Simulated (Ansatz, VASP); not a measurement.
**C: VASP beside Ansatz**

```
CELL_PARAMETERS angstrom
0.00000 1.69113 1.78014
1.69113 0.00000 1.78014
1.69113 1.69113 0.00000
ATOMIC_POSITIONS crystal
C 0.50000 0.50000 0.50000
C 0.75000 0.75000 0.75000
```

Change from the starting cell: strain -0.050 along x and y, +0.000 along z, atoms carried along.

Alike in both runs: task single point; functional r2SCAN; k mesh 12 × 12 × 12; occupations gaussian, width 0.05 eV; no spin polarisation.

|  | VASP | Ansatz |
| --- | --- | --- |
| version | VASP 6.6.1 | Ansatz 0.2.0 |
| potentials or method | VASP PAW PBE potentials, release 64 (C), cutoff 520 eV | scalar-relativistic, plane waves, PAW |
| valence electrons in the cell | 8 | 8 |

```csv
,VASP,Ansatz,Ansatz less VASP
gap on the k mesh at the Fermi level (eV),3.88,3.91,+0.036
least direct gap on the mesh (eV),5.62,5.67,+0.054
pressure (GPa),57.3,55.7,-1.60
"traceless stress, the component that is largest in VASP (GPa)",-39.83,-39.92,-0.089
```

VASP's potentials were made for PBE, not for r2SCAN. Both programs put the cell under a high pressure, so it lies far from rest at this level.
